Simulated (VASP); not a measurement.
# MgCd3Te4 (P3m1) in VASP: settings compared

MgCd3Te4 is run at these levels: PBE, r2SCAN; tasks: single point.

All numbers are computed with VASP 6.6.1; they aren't measurements. Logs are shortened: lines on timing, memory, paths and dates and some standing lists are left out, and cuts for length are marked.

## 1. The cell of the first run

It takes space group P3m1 (No. 156, trigonal). Conventional cell: a = 4.661 Å, b = 4.661 Å, c = 15.238 Å, α = 90.00°, β = 90.00°, γ = 120.00°. Mg (site symmetry 3m) has 4 Te at 2.83 Å within 3.7 Å. Cd (site symmetry 3m) has 4 Te at 2.86 to 2.87 Å within 3.8 Å. Within 3.8 Å of Cd (site symmetry 3m) lie 4 Te at 2.86 to 2.87 Å. Within 3.8 Å of Cd (site symmetry 3m) lie 4 Te at 2.86 to 2.87 Å. Within 3.8 Å of Te (site symmetry 3m) lie 4 Cd at 2.86 to 2.87 Å. Te (site symmetry 3m) has 1 Mg at 2.83 Å and 3 Cd at 2.86 Å within 3.7 Å. Within 3.7 Å of Te (site symmetry 3m) lie 3 Mg at 2.83 Å and 1 Cd at 2.87 Å. Te (site symmetry 3m) has 4 Cd at 2.86 to 2.87 Å within 3.8 Å.

## 2. Single point, PBE

Contents of INCAR:

```
ALGO = Normal
EDIFF = 1E-6
ENCUT = 520
GGA = PE
ISIF = 2
ISMEAR = 0
LASPH = True
LCHARG = True
LELF = True
LREAL = False
LVHAR = True
LWAVE = False
NBANDS = 41
NELM = 80
PREC = Accurate
SIGMA = 0.1
```

Contents of KPOINTS:

```
k-points
0
Gamma
  6 6 1
```

Contents of POSCAR:

```
MgCd3Te4
1.0
    4.6605771000      0.0000000000      0.0000000000
   -2.3302886000      4.0361782000      0.0000000000
    0.0000000000      0.0000000000     15.2376581000
Mg Cd Te
1 3 4
Direct
    0.3333333000      0.6666667000      0.4972790000
    0.3333333000      0.6666667000      0.9989420000
    0.6666667000      0.3333333000      0.2513670000
    0.6666667000      0.3333333000      0.7471570000
    0.3333333000      0.6666667000      0.1873180000
    0.3333333000      0.6666667000      0.6829070000
    0.6666667000      0.3333333000      0.4396660000
    0.6666667000      0.3333333000      0.9353650000
```

Potentials or basis: VASP PAW PBE potentials, release 64 (Mg, Cd, Te).

Run with:

```console
cat potpaw_PBE.64/Mg/POTCAR potpaw_PBE.64/Cd/POTCAR potpaw_PBE.64/Te/POTCAR > POTCAR
mpirun -np 1 vasp_std > vasp.out
```

OUTCAR:

```text
EDIFF = 1E-6
   ENCUT = 520
   GGA = PE
   ISIF = 2
   ISMEAR = 0
   LASPH = True
   LREAL = False
   NELM = 80
   PREC = Accurate

 ion  position               nearest neighbor table
   1  0.333  0.667  0.497-   6 2.83   7 2.83   7 2.83   7 2.83
   2  0.333  0.667  0.999-   8 2.86   8 2.86   8 2.86   5 2.87
   3  0.667  0.333  0.251-   5 2.86   5 2.86   5 2.86   7 2.87
   4  0.667  0.333  0.747-   6 2.86   6 2.86   6 2.86   8 2.87
   5  0.333  0.667  0.187-   3 2.86   3 2.86   3 2.86   2 2.87
   6  0.333  0.667  0.683-   1 2.83   4 2.86   4 2.86   4 2.86
   7  0.667  0.333  0.440-   1 2.83   1 2.83   1 2.83   3 2.87
   8  0.667  0.333  0.935-   2 2.86   2 2.86   2 2.86   4 2.87

  LATTYP: Found a hexagonal cell.
 ALAT       =     4.6605771000
 C/A-ratio  =     3.2694788163

  Lattice vectors:

 A1 = (   4.6605771000,   0.0000000000,   0.0000000000)
 A2 = (  -2.3302886000,   4.0361782000,   0.0000000000)
 A3 = (   0.0000000000,   0.0000000000,  15.2376581000)

Analysis of symmetry for initial positions (statically):
=====================================================================
 Subroutine PRICEL returns:
 Original cell was already a primitive cell.

 Routine SETGRP: Setting up the symmetry group for a
 hexagonal supercell.

 Subroutine GETGRP returns: Found  6 space group operations
 (whereof  6 operations were pure point group operations)
 out of a pool of 24 trial point group operations.

The static configuration has the point symmetry C_3v.

Analysis of symmetry for dynamics (positions and initial velocities):
=====================================================================
 Subroutine PRICEL returns:
 Original cell was already a primitive cell.

 Routine SETGRP: Setting up the symmetry group for a
 hexagonal supercell.

 Subroutine GETGRP returns: Found  6 space group operations
 (whereof  6 operations were pure point group operations)
 out of a pool of 24 trial point group operations.

The dynamic configuration has the point symmetry C_3v.

 Subroutine INISYM returns: Found  6 space group operations
 (whereof  6 operations are pure point group operations),
 and found     1 'primitive' translations

----------------------------------------------------------------------------------------

                                     Primitive cell

  volume of cell :     286.6344

  direct lattice vectors                    reciprocal lattice vectors
     4.660577100  0.000000000  0.000000000     0.214565703  0.123879568  0.000000000
    -2.330288600  4.036178200  0.000000000     0.000000000  0.247759130  0.000000000
     0.000000000  0.000000000 15.237658100     0.000000000  0.000000000  0.065626883

  length of vectors
     4.660577100  4.660577155 15.237658100     0.247759133  0.247759130  0.065626883

  position of ions in fractional coordinates (direct lattice)
     0.333333300  0.666666700  0.497279000
     0.333333300  0.666666700  0.998942000
     0.666666700  0.333333300  0.251367000
     0.666666700  0.333333300  0.747157000
     0.333333300  0.666666700  0.187318000
     0.333333300  0.666666700  0.682907000
     0.666666700  0.333333300  0.439666000
     0.666666700  0.333333300  0.935365000

  ion indices of the primitive-cell ions
   primitive index   ion index
                 1           1
                 2           2
                 3           3
                 4           4
                 5           5
                 6           6
                 7           7
                 8           8

----------------------------------------------------------------------------------------

 KPOINTS: k-points

Automatic generation of k-mesh.
 Grid dimensions read from file:
 generate k-points for:    6    6    1

 Generating k-lattice:

  Cartesian coordinates                     Fractional coordinates (reciprocal lattice)
     0.035760950  0.020646595  0.000000000     0.166666667  0.000000000  0.000000000
     0.000000000  0.041293188  0.000000000     0.000000000  0.166666667  0.000000000
     0.000000000  0.000000000  0.065626883     0.000000000  0.000000000  1.000000000

  Length of vectors
     0.041293189  0.041293188  0.065626883

  Shift w.r.t. Gamma in fractional coordinates (k-lattice)
     0.000000000  0.000000000  0.000000000

 Subroutine IBZKPT returns following result:
 ===========================================

 Found      7 irreducible k-points:

 Following reciprocal coordinates:
            Coordinates               Weight
  0.000000  0.000000  0.000000      1.000000
  0.166667  0.000000  0.000000      6.000000
  0.333333 -0.000000  0.000000      6.000000
  0.500000 -0.000000  0.000000      3.000000
  0.166667  0.166667  0.000000      6.000000
  0.333333  0.166667  0.000000     12.000000
  0.333333  0.333333  0.000000      2.000000
   k-points           NKPTS =      7   k-points in BZ     NKDIM =      7   number of bands    NBANDS=     41
   number of dos      NEDOS =    301   number of ions     NIONS =      8
   total plane-waves  NPLWV = 155520
   dimension x,y,z NGX =    36 NGY =   36 NGZ =  120
   dimension x,y,z NGXF=    72 NGYF=   72 NGZF=  240
   ions per type =               1   3   4
   NGX,Y,Z   is equivalent  to a cutoff of  12.84, 12.84, 13.09 a.u.
   NGXF,Y,Z  is equivalent  to a cutoff of  25.68, 25.68, 26.18 a.u.
 SYSTEM =  unknown system
   PREC   = accura    normal or accurate (medium, high low for compatibility)
   ISTART =      0    job   : 0-new  1-cont  2-samecut
   ICHARG =      2    charge: 1-file 2-atom 10-const
   ISPIN  =      1    spin polarized calculation?
   LNONCOLLINEAR =      F non collinear calculations
   LSORBIT =      F    spin-orbit coupling
   LASPH  =      T    aspherical Exc in radial PAW
   ENCUT  =  520.0 eV  38.22 Ry    6.18 a.u.   8.67  8.67 28.33*2*pi/ulx,y,z
   NELM   =     80;   NELMIN=  2; NELMDL= -5     # of ELM steps
   EDIFF  = 0.1E-05   stopping-criterion for ELM
   LREAL  =      F    real-space projection
   EDIFFG = 0.1E-04   stopping-criterion for IOM
   NSW    =      0    number of steps for IOM
   IBRION =     -1    ionic relax: 0-MD 1-quasi-New 2-CG
   NFREE  =      0    steps in history (QN), initial steepest desc. (CG)
   ISIF   =      2    stress and relaxation
   ISYM   =      2    0-nonsym 1-usesym 2-fastsym
   POTIM  = 0.5000    time-step for ionic-motion
   TEBEG  =    0.0;   TEEND  =   0.0 temperature during run
   PSTRESS=    0.0 pullay stress
   NELECT =      62.0000    total number of electrons
   NUPDOWN=      -1.0000    fix difference up-down
   EMIN   =  10.00;   EMAX   =-10.00  energy-range for DOS
   EFERMI =   0.00;   METHOD = LEGACY
   ISMEAR =     0;   SIGMA  =   0.10  broadening in eV -4-tet -1-fermi 0-gaus
   EFERMI_NEDOS =   21; number of points for ismear=-14 and -15
   IALGO  =     38    algorithm
   IMIX   =      4    mixing-type and parameters
     AMIX     =   0.40;   BMIX     =  1.00
     AMIX_MAG =   1.60;   BMIX_MAG =  1.00
  volume/ion in A,a.u.               =      35.83       241.79
  Fermi-wavevector in a.u.,A,eV,Ry     =   0.982719  1.857069 13.139642  0.965736
  Thomas-Fermi vector in A             =   2.113823
   LORBIT       =      0    0 simple, 1 ext, 2 COOP (PROOUT), +10 PAW based schemes
   GGA     = PE    functional components
   LHFCALC =     F    Hartree Fock is set to
   AEXX    =    0.0000 exact exchange contribution
   IVDW    =     0    specifies the selected vdW correction
   LEPSILON=     F    determine dielectric tensor
   LRPA    =     F    only Hartree local field effects (RPA)
 non-spin polarized calculation
 Gauss-broadening in eV      SIGMA  =   0.10
  energy-cutoff  :      520.00
  volume of cell :      286.63
 maximum number of plane-waves:      7745
 NGX is ok and might be reduce to    36
   NGX = 17   NGY = 17   NGZ = 57

 number of electron      62.0000010 magnetization

 Free energy of the ion-electron system (eV)
  ---------------------------------------------------
  ext. energy  EPLUGINS =         0.00000000
  ---------------------------------------------------
  free energy    TOTEN  =       -20.80074443 eV

  energy without entropy =      -20.80074443  energy(sigma->0) =      -20.80074443

 E-fermi :   2.3261     XC(G=0):  -8.1691

 val. band max:        1.8587332736   @ k =   0.0000   0.0000   0.0000
 cond. band min:       2.7605255500   @ k =   0.0000   0.0000   0.0000
 fundamental gap:      0.9017922764
 Fermi energy:         2.3260697472

 k-point     1 :       0.0000    0.0000    0.0000
  band No.  band energies     occupation
      1      -8.9007      2.00000
      2      -8.7238      2.00000
      3      -8.6849      2.00000
      4      -8.4311      2.00000
      5      -6.1769      2.00000
      6      -6.1769      2.00000
[... 33 lines left out ...]
     40       6.8502      0.00000
     41       6.9669      0.00000

 k-point     2 :       0.1667    0.0000    0.0000
  band No.  band energies     occupation
      1      -8.8221      2.00000
      2      -8.6675      2.00000
      3      -8.6221      2.00000
      4      -8.3801      2.00000
      5      -6.1605      2.00000
      6      -6.1505      2.00000
[... 33 lines left out ...]
     40       6.9114      0.00000
     41       7.2869      0.00000

 k-point     3 :       0.3333   -0.0000    0.0000
  band No.  band energies     occupation
      1      -8.6593      2.00000
      2      -8.5620      2.00000
      3      -8.4946      2.00000
      4      -8.2695      2.00000
      5      -6.1323      2.00000
      6      -6.1311      2.00000
[... 33 lines left out ...]
     40       7.0814      0.00000
     41       8.2029      0.00000

 k-point     4 :       0.5000   -0.0000    0.0000
  band No.  band energies     occupation
      1      -8.5724      2.00000
      2      -8.5182      2.00000
      3      -8.4309      2.00000
      4      -8.2066      2.00000
      5      -6.1236      2.00000
      6      -6.1214      2.00000
[... 33 lines left out ...]
     40       7.4918      0.00000
     41       8.0340      0.00000

 k-point     5 :       0.1667    0.1667    0.0000
  band No.  band energies     occupation
      1      -8.7010      2.00000
      2      -8.5872      2.00000
      3      -8.5269      2.00000
      4      -8.2987      2.00000
      5      -6.1415      2.00000
      6      -6.1333      2.00000
[... 33 lines left out ...]
     40       7.0370      0.00000
     41       7.2942      0.00000

 k-point     6 :       0.3333    0.1667    0.0000
  band No.  band energies     occupation
      1      -8.5732      2.00000
      2      -8.5188      2.00000
      3      -8.4324      2.00000
      4      -8.2069      2.00000
      5      -6.1284      2.00000
      6      -6.1135      2.00000
[... 33 lines left out ...]
     40       7.2916      0.00000
     41       7.5298      0.00000

 k-point     7 :       0.3333    0.3333    0.0000
  band No.  band energies     occupation
      1      -8.5168      2.00000
      2      -8.5130      2.00000
      3      -8.4029      2.00000
      4      -8.1731      2.00000
      5      -6.1301      2.00000
      6      -6.0969      2.00000
[... 33 lines left out ...]
     40       7.5198      0.00000
     41       8.0303      0.00000

------------------------ aborting loop because EDIFF is reached ----------------------------------------

  FORCE on cell =-STRESS in cart. coord.  units (eV):
  Direction    XX          YY          ZZ          XY          YZ          ZX
  --------------------------------------------------------------------------------------
  -------------------------------------------------------------------------------------
  Total        0.1003264      0.1003264      0.0908278     -0.0000000     -0.0000000     -0.0000000
  in kB        0.5607866      0.5607867      0.5076929     -0.0000000     -0.0000000     -0.0000000
  external PRESSURE =       0.5430887 kB  Pullay stress =       0.0000000 kB

 VOLUME and BASIS-vectors are now :
 -----------------------------------------------------------------------------
  energy-cutoff  :      520.00
  volume of cell :      286.63
      direct lattice vectors                 reciprocal lattice vectors
     4.660577100  0.000000000  0.000000000     0.214565703  0.123879568  0.000000000
    -2.330288600  4.036178200  0.000000000     0.000000000  0.247759130  0.000000000
     0.000000000  0.000000000 15.237658100     0.000000000  0.000000000  0.065626883

 POSITION                                       TOTAL-FORCE (eV/Angst)
 -----------------------------------------------------------------------------------
     -0.00000      2.69079      7.57737         0.000000     -0.000000      0.006582
     -0.00000      2.69079     15.22154        -0.000000     -0.000000     -0.004700
      2.33029      1.34539      3.83024        -0.000000      0.000000      0.004979
      2.33029      1.34539     11.38492        -0.000000      0.000000      0.006827
     -0.00000      2.69079      2.85429         0.000000     -0.000000      0.002353
     -0.00000      2.69079     10.40590         0.000000     -0.000000     -0.020213
      2.33029      1.34539      6.69948        -0.000000      0.000000      0.013286
      2.33029      1.34539     14.25277         0.000000     -0.000000     -0.009113
 -----------------------------------------------------------------------------------
    total drift:                               -0.000120      0.000068     -0.000531

  FREE ENERGIE OF THE ION-ELECTRON SYSTEM (eV)
  ---------------------------------------------------
  free  energy   TOTEN  =       -20.8007444315 eV

  energy  without entropy=      -20.8007444315  energy(sigma->0) =      -20.80074443
```

Wall time 84 s (1 thread of Intel Xeon Platinum 8488C (Sapphire Rapids), shared host); peak memory 0.42 GiB.

What came out:

| Item | Value |
| --- | --- |
| Free energy | -20.8007 eV |
| Pressure | 0.1 GPa |
| Largest force | 0.020 eV/Å |
| Band gap on the k mesh | 0.90 eV |

Forces in eV/Å, atoms in the order of the input:
```
Mg   0.000  0.000  0.007
Cd   0.000  0.000 -0.005
Cd   0.000  0.000  0.005
Cd   0.000  0.000  0.007
Te   0.000  0.000  0.002
Te   0.000  0.000 -0.020
Te   0.000  0.000  0.013
Te   0.000  0.000 -0.009
```

Caveat: spin-orbit coupling is left out, which moves the levels of the heavy elements.

(Continued in part 2 of 2.)
